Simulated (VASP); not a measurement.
Write the native input for VASP 6.6.1 that does the following.

- Task: single point
- Functional: LDA
- Potentials or basis: VASP PAW LDA potentials, release 64 (B_h, N_h)
- Cutoff: 910 eV
- k mesh: 8 × 8 × 8
- Occupations: gaussian, width 0.1 eV
- Spin: no spin polarisation
- Dipole correction: no
- Second run: hard_potentials
- Further INCAR settings: ALGO = Normal; EDIFF = 1e-06; NBANDS = 11

The structure of BN (kk07) lies in POSCAR:

```
BN
1.0
    0.0000000000      1.8130010000      1.8130010000
    1.8130010000      0.0000000000      1.8130010000
    1.8130010000      1.8130010000      0.0000000000
B N
1 1
Direct
    0.0000000000      0.0000000000      0.0000000000
    0.2500000000      0.2500000000      0.2500000000
```

The input as run:

INCAR

```
  PREC = Accurate
  ENCUT = 910
  EDIFF = 1E-6
  ISMEAR = 0
  SIGMA = 0.1
  LREAL = False
  LASPH = True
  NELM = 120
  ALGO = Normal
  ISIF = 2
  LWAVE = False
  LCHARG = False
  NBANDS = 11
  GGA_COMPAT = False
```

KPOINTS

```
regular mesh
0
Gamma
  8 8 8
```

Potentials or basis: VASP PAW LDA potentials, release 64 (B_h, N_h).

Command:

```bash
$ cat potpaw_LDA.64/B_h/POTCAR potpaw_LDA.64/N_h/POTCAR > POTCAR
$ mpirun -np 1 vasp_std > vasp.out
```

Results of the run:

```json
{"Pressure": "-13.8 GPa", "Band gap on the k mesh": "4.34 eV, indirect (least direct gap 8.64 eV)"}
```

Caveat: the cutoff is under 1.25 times the usual one of these potentials, so pressure, stress and relaxed cells hold a basis-set (Pulay) error.

Run time: 3.8 s on 1 thread of Intel(R) Xeon(R) 6975P-C (Granite Rapids), with other jobs on the host, peak memory 0.13 GiB.
